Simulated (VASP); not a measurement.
# Al3Pd (Pm-3m) in VASP: a series of runs

Al3Pd is run at these levels: r2SCAN; tasks: single point.

Program: VASP 6.6.1. These are calculated values, not measurements. Logs are shortened: lines on timing, memory, paths and dates and some standing lists are left out, and cuts for length are marked.

### Step 1. The cell of the first run

It takes space group Pm-3m (No. 221, cubic). Conventional cell: a = 3.866 Å, b = 3.866 Å, c = 3.866 Å, α = 90.00°, β = 90.00°, γ = 90.00°. Pd (site symmetry m-3m) has 12 Al at 2.73 Å within 3.6 Å. Al (site symmetry 4/mmm) has 4 Pd at 2.73 Å and 8 Al at 2.73 Å within 3.6 Å.

### Step 2. Single point, r2SCAN

POSCAR

```
Al3Pd
1.0
    3.8663382084      0.0000000000      0.0000000000
    0.0000000000      3.8663382084      0.0000000000
    0.0000000000      0.0000000000      3.8663382084
Pd Al
1 3
Direct
    0.0000000000      0.0000000000      0.0000000000
    0.5000000000      0.5000000000      0.0000000000
    0.5000000000      0.0000000000      0.5000000000
    0.0000000000      0.5000000000      0.5000000000
```

INCAR.step1

```
SYSTEM = Al3Pd
PREC = Accurate ; ENCUT = 550
ISMEAR = -1 ; SIGMA = 0.05
LREAL = .FALSE. ; LASPH = .TRUE.
NELM = 120 ; NBANDS = 18
GGA = PE ; ALGO = Normal
EDIFF = 1E-5 ; LWAVE = .TRUE.
LCHARG = .FALSE. ; GGA_COMPAT = .FALSE.
```

INCAR.step2

```
SYSTEM = Al3Pd
PREC = Accurate ; ENCUT = 550
EDIFF = 1E-6 ; ISMEAR = -1
SIGMA = 0.05 ; LREAL = .FALSE.
LASPH = .TRUE. ; NELM = 120
ALGO = Normal ; ISIF = 2
LWAVE = .FALSE. ; LCHARG = .TRUE.
METAGGA = R2SCAN ; LMIXTAU = .TRUE.
LELF = .TRUE. ; LVHAR = .TRUE.
NBANDS = 18 ; ISTART = 1
GGA_COMPAT = .FALSE.
```

KPOINTS

```
regular mesh
0
G
  7 7 7
  0 0 0
```

Potentials or basis: VASP PAW PBE potentials, release 64 (Pd, Al).

Launch:

```
cat potpaw_PBE.64/Pd/POTCAR potpaw_PBE.64/Al/POTCAR > POTCAR
cp INCAR.step1 INCAR
mpirun -np 1 vasp_std > vasp.out
cp INCAR.step2 INCAR
mpirun -np 1 vasp_std > vasp.out
```

OUTCAR:

```text
SYSTEM = Al3Pd
   PREC = Accurate
   ENCUT = 550
   EDIFF = 1E-6
   ISMEAR = -1
   LREAL = .FALSE.
   LASPH = .TRUE.
   NELM = 120
   ISIF = 2
   METAGGA = R2SCAN
   ISTART = 1

 ion  position               nearest neighbor table
   1  0.000  0.000  0.000-   2 2.73   3 2.73   4 2.73   3 2.73   4 2.73   2 2.73   4 2.73   4 2.73
                             2 2.73   3 2.73   3 2.73   2 2.73
   2  0.500  0.500  0.000-   1 2.73   3 2.73   4 2.73   3 2.73   4 2.73   1 2.73   3 2.73   3 2.73
                             1 2.73   4 2.73   4 2.73   1 2.73
   3  0.500  0.000  0.500-   1 2.73   2 2.73   4 2.73   1 2.73   2 2.73   2 2.73   4 2.73   2 2.73
                             1 2.73   4 2.73   1 2.73   4 2.73
   4  0.000  0.500  0.500-   1 2.73   2 2.73   3 2.73   1 2.73   2 2.73   1 2.73   3 2.73   1 2.73
                             2 2.73   3 2.73   2 2.73   3 2.73

  LATTYP: Found a simple cubic cell.
 ALAT       =     3.8663382084

  Lattice vectors:

 A1 = (   3.8663382084,   0.0000000000,   0.0000000000)
 A2 = (   0.0000000000,   3.8663382084,   0.0000000000)
 A3 = (   0.0000000000,   0.0000000000,   3.8663382084)

Analysis of symmetry for initial positions (statically):
=====================================================================
 Subroutine PRICEL returns:
 Original cell was already a primitive cell.

 Routine SETGRP: Setting up the symmetry group for a
 simple cubic supercell.

 Subroutine GETGRP returns: Found 48 space group operations
 (whereof 48 operations were pure point group operations)
 out of a pool of 48 trial point group operations.

The static configuration has the point symmetry O_h .

Analysis of symmetry for dynamics (positions and initial velocities):
=====================================================================
 Subroutine PRICEL returns:
 Original cell was already a primitive cell.

 Routine SETGRP: Setting up the symmetry group for a
 simple cubic supercell.

 Subroutine GETGRP returns: Found 48 space group operations
 (whereof 48 operations were pure point group operations)
 out of a pool of 48 trial point group operations.

The dynamic configuration has the point symmetry O_h .

 Subroutine INISYM returns: Found 48 space group operations
 (whereof 48 operations are pure point group operations),
 and found     1 'primitive' translations

----------------------------------------------------------------------------------------

                                     Primitive cell

  volume of cell :      57.7962

  direct lattice vectors                    reciprocal lattice vectors
     3.866338208  0.000000000  0.000000000     0.258642660  0.000000000  0.000000000
     0.000000000  3.866338208  0.000000000     0.000000000  0.258642660  0.000000000
     0.000000000  0.000000000  3.866338208     0.000000000  0.000000000  0.258642660

  length of vectors
     3.866338208  3.866338208  3.866338208     0.258642660  0.258642660  0.258642660

  position of ions in fractional coordinates (direct lattice)
     0.000000000  0.000000000  0.000000000
     0.500000000  0.500000000  0.000000000
     0.500000000  0.000000000  0.500000000
     0.000000000  0.500000000  0.500000000

  ion indices of the primitive-cell ions
   primitive index   ion index
                 1           1
                 2           2
                 3           3
                 4           4

----------------------------------------------------------------------------------------

 KPOINTS: regular mesh

Automatic generation of k-mesh.
 Grid dimensions read from file:
 generate k-points for:    7    7    7

 Generating k-lattice:

  Cartesian coordinates                     Fractional coordinates (reciprocal lattice)
     0.036948951  0.000000000  0.000000000     0.142857143  0.000000000  0.000000000
     0.000000000  0.036948951  0.000000000     0.000000000  0.142857143  0.000000000
     0.000000000  0.000000000  0.036948951     0.000000000  0.000000000  0.142857143

  Length of vectors
     0.036948951  0.036948951  0.036948951

  Shift w.r.t. Gamma in fractional coordinates (k-lattice)
     0.000000000  0.000000000  0.000000000

 Subroutine IBZKPT returns following result:
 ===========================================

 Found     20 irreducible k-points:

 Following reciprocal coordinates:
            Coordinates               Weight
  0.000000  0.000000  0.000000      1.000000
  0.142857  0.000000  0.000000      6.000000
  0.285714  0.000000  0.000000      6.000000
  0.428571  0.000000  0.000000      6.000000
  0.142857  0.142857  0.000000     12.000000
  0.285714  0.142857  0.000000     24.000000
[... 12 lines left out ...]
  0.428571  0.428571  0.285714     24.000000
  0.428571  0.428571  0.428571      8.000000
   k-points           NKPTS =     20   k-points in BZ     NKDIM =     20   number of bands    NBANDS=     18
   number of dos      NEDOS =    301   number of ions     NIONS =      4
   total plane-waves  NPLWV =  27000
   dimension x,y,z NGX =    30 NGY =   30 NGZ =   30
   dimension x,y,z NGXF=    60 NGYF=   60 NGZF=   60
   ions per type =               1   3
   NGX,Y,Z   is equivalent  to a cutoff of  12.90, 12.90, 12.90 a.u.
   NGXF,Y,Z  is equivalent  to a cutoff of  25.80, 25.80, 25.80 a.u.
 SYSTEM =  Al3Pd
   PREC   = accura    normal or accurate (medium, high low for compatibility)
   ISTART =      1    job   : 0-new  1-cont  2-samecut
   ICHARG =      0    charge: 1-file 2-atom 10-const
   ISPIN  =      1    spin polarized calculation?
   LNONCOLLINEAR =      F non collinear calculations
   LSORBIT =      F    spin-orbit coupling
   LASPH  =      T    aspherical Exc in radial PAW
   ENCUT  =  550.0 eV  40.42 Ry    6.36 a.u.   7.39  7.39  7.39*2*pi/ulx,y,z
   NELM   =    120;   NELMIN=  2; NELMDL=  0     # of ELM steps
   EDIFF  = 0.1E-05   stopping-criterion for ELM
   LREAL  =      F    real-space projection
   EDIFFG = 0.1E-04   stopping-criterion for IOM
   NSW    =      0    number of steps for IOM
   IBRION =     -1    ionic relax: 0-MD 1-quasi-New 2-CG
   NFREE  =      0    steps in history (QN), initial steepest desc. (CG)
   ISIF   =      2    stress and relaxation
   ISYM   =      2    0-nonsym 1-usesym 2-fastsym
   POTIM  = 0.5000    time-step for ionic-motion
   TEBEG  =    0.0;   TEEND  =   0.0 temperature during run
   PSTRESS=    0.0 pullay stress
   NELECT =      19.0000    total number of electrons
   NUPDOWN=      -1.0000    fix difference up-down
   EMIN   =  10.00;   EMAX   =-10.00  energy-range for DOS
   EFERMI =   0.00;   METHOD = LEGACY
   ISMEAR =    -1;   SIGMA  =   0.05  broadening in eV -4-tet -1-fermi 0-gaus
   EFERMI_NEDOS =   21; number of points for ismear=-14 and -15
   IALGO  =     38    algorithm
   IMIX   =      4    mixing-type and parameters
     AMIX     =   0.40;   BMIX     =  1.00
     AMIX_MAG =   1.60;   BMIX_MAG =  1.00
  volume/ion in A,a.u.               =      14.45        97.51
  Fermi-wavevector in a.u.,A,eV,Ry     =   1.129864  2.135133 17.369099  1.276593
  Thomas-Fermi vector in A             =   2.266559
   LORBIT       =      0    0 simple, 1 ext, 2 COOP (PROOUT), +10 PAW based schemes
   METAGGA = R2SCAN    functional components
   LHFCALC =     F    Hartree Fock is set to
   AEXX    =    0.0000 exact exchange contribution
   IVDW    =     0    specifies the selected vdW correction
   LEPSILON=     F    determine dielectric tensor
   LRPA    =     F    only Hartree local field effects (RPA)
 non-spin polarized calculation
  energy-cutoff  :      550.00
  volume of cell :       57.80
 maximum number of plane-waves:      1743
 NGX is ok and might be reduce to    30
   NGX = 15   NGY = 15   NGZ = 15

 number of electron      19.0000003 magnetization

 Free energy of the ion-electron system (eV)
  ---------------------------------------------------
  ext. energy  EPLUGINS =         0.00000000
  ---------------------------------------------------
  free energy    TOTEN  =       -44.48497560 eV

  energy without entropy =      -44.46272638  energy(sigma->0) =      -44.47385099

 E-fermi :  10.1278     XC(G=0): -12.1999

 val. band max:       10.1011695781   @ k =   0.4286   0.0000   0.0000
 cond. band min:      10.1327493675   @ k =   0.4286   0.4286   0.2857
 fundamental gap:      0.0315797894
 Fermi energy:        10.1278208885

 k-point     1 :       0.0000    0.0000    0.0000
  band No.  band energies     occupation
      1      -2.1209      2.00000
      2       4.3770      2.00000
      3       4.3770      2.00000
      4       5.8846      2.00000
      5       5.8846      2.00000
      6       5.8846      2.00000
[... 10 lines left out ...]
     17      18.1728      0.00000
     18      18.1728      0.00000

 k-point     2 :       0.1429    0.0000    0.0000
  band No.  band energies     occupation
      1      -1.9001      2.00000
      2       4.0911      2.00000
      3       4.4383      2.00000
      4       5.6190      2.00000
      5       5.6190      2.00000
      6       5.9025      2.00000
[... 10 lines left out ...]
     17      17.8626      0.00000
     18      18.1328      0.00000

 k-point     3 :       0.2857    0.0000    0.0000
  band No.  band energies     occupation
      1      -1.2480      2.00000
      2       2.8701      2.00000
      3       4.5829      2.00000
      4       5.2317      2.00000
      5       5.2317      2.00000
      6       5.9432      2.00000
[... 10 lines left out ...]
     17      18.0372      0.00000
     18      18.5832      0.00000

 k-point     4 :       0.4286    0.0000    0.0000
  band No.  band energies     occupation
      1      -0.2135      2.00000
      2       1.2971      2.00000
      3       4.7067      2.00000
      4       5.0058      2.00000
      5       5.0058      2.00000
      6       5.9764      2.00000
[... 291 lines left out ...]
      4       4.7554      2.00000
      5       5.0574      2.00000
      6       5.3160      2.00000
[... 10 lines left out ...]
     17      20.3302      0.00000
     18      21.1164      0.00000

 k-point    19 :       0.4286    0.4286    0.2857
  band No.  band energies     occupation
      1       1.9312      2.00000
      2       3.2924      2.00000
      3       3.3427      2.00000
      4       4.5339      2.00000
      5       5.3473      2.00000
      6       5.4634      2.00000
[... 10 lines left out ...]
     17      20.3762      0.00000
     18      21.9028      0.00000

 k-point    20 :       0.4286    0.4286    0.4286
  band No.  band energies     occupation
      1       2.6388      2.00000
      2       3.3849      2.00000
      3       3.3849      2.00000
      4       4.9437      2.00000
      5       5.3060      2.00000
      6       5.5776      2.00000
[... 10 lines left out ...]
     17      22.8276      0.00000
     18      22.9104      0.00000

------------------------ aborting loop because EDIFF is reached ----------------------------------------

  FORCE on cell =-STRESS in cart. coord.  units (eV):
  Direction    XX          YY          ZZ          XY          YZ          ZX
  --------------------------------------------------------------------------------------
  -------------------------------------------------------------------------------------
  Total        2.1591831      2.1591831      2.1591831      0.0000000      0.0000000     -0.0000000
  in kB       59.8550132     59.8550132     59.8550132      0.0000000      0.0000000     -0.0000000
  external PRESSURE =      59.8550132 kB  Pullay stress =       0.0000000 kB

 VOLUME and BASIS-vectors are now :
 -----------------------------------------------------------------------------
  energy-cutoff  :      550.00
  volume of cell :       57.80
      direct lattice vectors                 reciprocal lattice vectors
     3.866338208  0.000000000  0.000000000     0.258642660  0.000000000  0.000000000
     0.000000000  3.866338208  0.000000000     0.000000000  0.258642660  0.000000000
     0.000000000  0.000000000  3.866338208     0.000000000  0.000000000  0.258642660

 POSITION                                       TOTAL-FORCE (eV/Angst)
 -----------------------------------------------------------------------------------
      0.00000      0.00000      0.00000         0.000000      0.000000      0.000000
      1.93317      1.93317      0.00000         0.000000      0.000000      0.000000
      1.93317      0.00000      1.93317         0.000000      0.000000      0.000000
      0.00000      1.93317      1.93317         0.000000      0.000000      0.000000
 -----------------------------------------------------------------------------------
    total drift:                                0.000000     -0.000000      0.000000

  FREE ENERGIE OF THE ION-ELECTRON SYSTEM (eV)
  ---------------------------------------------------
  free  energy   TOTEN  =       -44.4849755968 eV

  energy  without entropy=      -44.4627263751  energy(sigma->0) =      -44.47385099
```

It took 2.3 min on 1 thread of Intel Xeon 8259CL, shared host; peak memory 0.18 GiB.

What came out:

```
Free energy            : -44.4850 eV
Pressure               : 6.0 GPa
Band gap on the k mesh : zero (an odd number of electrons rules out a gap without spin polarisation)
```

Caveat: the cell stands under pressure; the PAW data sets were made with another functional, which shifts forces and pressure a little.

### Step 3. Single point, r2SCAN

This run uses another cell than the first one, of 14.76 Å³/atom.

POSCAR

```
Al3Pd
1.0
    3.8935668393      0.0000000000      0.0000000000
    0.0000000000      3.8935668393      0.0000000000
    0.0000000000      0.0000000000      3.8935668393
Pd Al
1 3
Direct
    0.0000000000      0.0000000000      0.0000000000
    0.5000000000      0.5000000000      0.0000000000
    0.5000000000      0.0000000000      0.5000000000
    0.0000000000      0.5000000000      0.5000000000
```

INCAR.step1

```
PREC = Accurate
ENCUT = 550
ISMEAR = -1
SIGMA = 0.05
LREAL = False
LASPH = True
NELM = 120
NBANDS = 18
GGA = PE
ALGO = Normal
EDIFF = 1E-5
LWAVE = True
LCHARG = False
GGA_COMPAT = False
```

INCAR.step2

```
PREC = Accurate
ENCUT = 550
EDIFF = 1E-6
ISMEAR = -1
SIGMA = 0.05
LREAL = False
LASPH = True
NELM = 120
ALGO = Normal
ISIF = 2
LWAVE = False
LCHARG = False
METAGGA = R2SCAN
LMIXTAU = True
NBANDS = 18
ISTART = 1
GGA_COMPAT = False
```

KPOINTS

```
Automatic mesh
0
Gamma
  7 7 7
```

Potentials or basis: VASP PAW PBE potentials, release 64 (Pd, Al).

Launch:

```
cat potpaw_PBE.64/Pd/POTCAR potpaw_PBE.64/Al/POTCAR > POTCAR
cp INCAR.step1 INCAR
mpirun -np 1 vasp_std > vasp.out
cp INCAR.step2 INCAR
mpirun -np 1 vasp_std > vasp.out
```

Wall time 2.5 min (1 thread of Intel Xeon 8259CL, shared host); peak memory 0.18 GiB.

The run converged. Its results:

| Item | Value |
| --- | --- |
| Free energy | -44.5192 eV |
| Pressure | 3.0 GPa |
| Band gap on the k mesh | zero (an odd number of electrons rules out a gap without spin polarisation) |

Levels at points of the mesh, in eV from the Fermi level:
```
           k point  band 7  band 8  band 9  band 10  band 11  band 12
(0.00, 0.00, 0.00)   -2.64   -2.64   -2.64    -0.14     2.20     2.20
```

Caveat: the PAW data sets were made with another functional, which shifts forces and pressure a little.

### Step 4. Single point, r2SCAN

This run uses another cell than the first one, of 15.06 Å³/atom.

POSCAR

```
Al3Pd
1.0
    3.9204198730      0.0000000000      0.0000000000
    0.0000000000      3.9204198730      0.0000000000
    0.0000000000      0.0000000000      3.9204198730
Pd Al
1 3
Direct
    0.0000000000      0.0000000000      0.0000000000
    0.5000000000      0.5000000000      0.0000000000
    0.5000000000      0.0000000000      0.5000000000
    0.0000000000      0.5000000000      0.5000000000
```

INCAR.step1

```
SYSTEM = Al3Pd
PREC = Accurate
ENCUT = 550
ISMEAR = -1
SIGMA = 0.05
LREAL = .False.
LASPH = .True.
NELM = 120
NBANDS = 18
GGA = PE
ALGO = Normal
EDIFF = 1E-5
LWAVE = .True.
LCHARG = .False.
GGA_COMPAT = .False.
```

INCAR.step2

```
SYSTEM = Al3Pd
PREC = Accurate
ENCUT = 550
EDIFF = 1E-6
ISMEAR = -1
SIGMA = 0.05
LREAL = .False.
LASPH = .True.
NELM = 120
ALGO = Normal
ISIF = 2
LWAVE = .False.
LCHARG = .False.
METAGGA = R2SCAN
LMIXTAU = .True.
NBANDS = 18
ISTART = 1
GGA_COMPAT = .False.
```

KPOINTS

```
regular mesh
0
Gamma
  7 7 7
  0 0 0
```

Launch:

```
cat potpaw_PBE.64/Pd/POTCAR potpaw_PBE.64/Al/POTCAR > POTCAR
cp INCAR.step1 INCAR
mpirun -np 1 vasp_std > vasp.out
cp INCAR.step2 INCAR
mpirun -np 1 vasp_std > vasp.out
```

It took 2.4 min on 1 thread of Intel Xeon 8259CL, shared host; peak memory 0.18 GiB.

Results (log left out):

```yaml
Free_energy: -44.5316 eV
Pressure: 0.3 GPa
Band_gap_on_the_k_mesh: zero (an odd number of electrons rules out a gap without spin polarisation)
```

Levels at points of the mesh, in eV from the Fermi level:
```csv
k point,band 7,band 8,band 9,band 10,band 11,band 12
"(0.00, 0.00, 0.00)",-2.59,-2.59,-2.59,-0.09,2.09,2.09
```

Caveat: the PAW data sets were made with another functional, which shifts forces and pressure a little.

### Step 5. Single point, r2SCAN

This run uses another cell than the first one, of 15.37 Å³/atom.

POSCAR

```
Al3Pd
1.0
    3.9469100000      0.0000000000      0.0000000000
    0.0000000000      3.9469100000      0.0000000000
    0.0000000000      0.0000000000      3.9469100000
Pd Al
1 3
Direct
    0.0000000000      0.0000000000      0.0000000000
    0.5000000000      0.5000000000      0.0000000000
    0.5000000000      0.0000000000      0.5000000000
    0.0000000000      0.5000000000      0.5000000000
```

INCAR.step1

```
ALGO = Normal
EDIFF = 1E-5
ENCUT = 550
GGA = PE
GGA_COMPAT = False
ISMEAR = -1
LASPH = True
LCHARG = False
LREAL = False
LWAVE = True
NBANDS = 18
NELM = 120
PREC = Accurate
SIGMA = 0.05
```

INCAR.step2

```
ALGO = Normal
EDIFF = 1E-6
ENCUT = 550
GGA_COMPAT = False
ISIF = 2
ISMEAR = -1
ISTART = 1
LASPH = True
LCHARG = True
LELF = True
LMIXTAU = True
LREAL = False
LVHAR = True
LWAVE = False
METAGGA = R2SCAN
NBANDS = 18
NELM = 120
PREC = Accurate
SIGMA = 0.05
```

KPOINTS

```
k-points
0
Gamma
  7 7 7
```

Launch:

```
cat potpaw_PBE.64/Pd/POTCAR potpaw_PBE.64/Al/POTCAR > POTCAR
cp INCAR.step1 INCAR
mpirun -np 1 vasp_std > vasp.out
cp INCAR.step2 INCAR
mpirun -np 1 vasp_std > vasp.out
```

Wall time 2.6 min (1 thread of Intel Xeon 8259CL, shared host); peak memory 0.18 GiB.

It converged, with:

```
Free energy            : -44.5245 eV
Pressure               : -2.1 GPa
Band gap on the k mesh : zero (an odd number of electrons rules out a gap without spin polarisation)
```

Levels at points of the mesh, in eV from the Fermi level:
| k point | band 6 | band 7 | band 8 | band 9 | band 10 | band 11 | band 12 | band 13 |
| --- | --- | --- | --- | --- | --- | --- | --- | --- |
| (0.00, 0.00, 0.00) | -3.94 | -2.55 | -2.55 | -2.55 | -0.05 | 1.99 | 1.99 | 6.19 |

Caveat: the PAW data sets were made with another functional, which shifts forces and pressure a little.

### Step 6. Overview

```csv
cell,gap on the mesh (eV),pressure (GPa)
"a = 3.866 Å, 4 atoms",none,6.0
"a = 3.894 Å, 4 atoms",none,3.0
"a = 3.920 Å, 4 atoms",none,0.3
"a = 3.947 Å, 4 atoms",none,-2.1
```

Alike in all rows: task single point; level r2SCAN; potentials or basis VASP PAW PBE potentials, release 64 (Pd, Al); no spin polarisation; k mesh 7 × 7 × 7; cutoff (eV) 550; smearing fermi-dirac 0.05 eV.

Caveats: the PAW data sets were made with another functional, which shifts forces and pressure a little; the cell stands under pressure (at least some runs).

Absolute energies hang on the potentials; compare differences alone.

The gap in the log of VASP goes by the Fermi energy; the results here count the filled bands.